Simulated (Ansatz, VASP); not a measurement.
## Zr3S in VASP and in Ansatz

```
Zr S
1.0
     5.93061    0.00000    0.00000
    -2.96531    5.13606    0.00000
     0.00000    0.00000    5.73198
Zr S
6 2
Direct
  0.31928 0.00000 0.00000
  0.31928 0.31928 0.50000
  0.00000 0.31928 0.00000
  0.68072 0.00000 0.50000
  0.68072 0.68072 0.00000
  0.00000 0.68072 0.50000
  0.33333 0.66667 0.25000
  0.66667 0.33333 0.75000
```

Alike in both runs: task electric field gradients; functional PBE; k mesh 6 × 6 × 6; occupations fermi-dirac, width 0.15 eV; no spin polarisation.

|  | VASP | Ansatz |
| --- | --- | --- |
| version | VASP 6.6.1 | Ansatz 0.2.0 |
| potentials or method | VASP PAW PBE potentials, release 64 (Zr_sv, S), cutoff 520 eV | scalar-relativistic, plane waves, PAW |
| valence electrons in the cell | 84 | 84 |

```tsv
	VASP	Ansatz	Ansatz less VASP
gap on the k mesh at the Fermi level (eV)	none	none	-
pressure (GPa)	0.0	0.0	-0.03
size of Vzz on the site where it differs most (V/Å²)	57.2	58.4	+1.17
```

A gap of «none» marks a metal or a gap that the smearing closes.
